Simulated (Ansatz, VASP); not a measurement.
**LaPb3: VASP beside Ansatz**

```xyz
4
Lattice="4.9060 0.0491 0.0491 0.0491 4.9060 0.0491 0.0491 0.0491 4.9060" Properties=species:S:1:pos:R:3 pbc="T T T"
La    0.0000    0.0000    0.0000
Pb    0.0491    2.4775    2.4775
Pb    2.4775    0.0491    2.4775
Pb    2.4775    2.4775    0.0491
```

Change from the starting cell: equal xy, yz and zx shear strains of +2 %, crystal datasets.

Alike in both runs: task electric field gradients; functional PBEsol; k mesh 7 × 7 × 7; occupations fermi-dirac, width 0.05 eV; no spin polarisation.

```csv
,VASP,Ansatz
version,VASP 6.6.1,Ansatz 0.2.0
potentials or method,"VASP PAW PBE potentials, release 64 (La, Pb_d), cutoff 520 eV","all-electron PAW with datasets made for the crystal, scalar-relativistic"
```

Ansatz gave:

```
pressure (GPa)                                                : -0.7
traceless stress, the component that is largest in VASP (GPa) : -0.67
size of Vzz on the site where it differs most (V/Å²)          : 350.4
```

Question: What did VASP give for the same quantities?

Answer: Pressure (GPa): -0.8; traceless stress, the component that is largest in VASP (GPa): -0.67; size of Vzz on the site where it differs most (V/Å²): 346.3.

VASP's potentials were made for PBE, not for PBEsol. Ansatz ran all-electron here, and VASP with PAW potentials.

Spin-orbit coupling is off throughout.
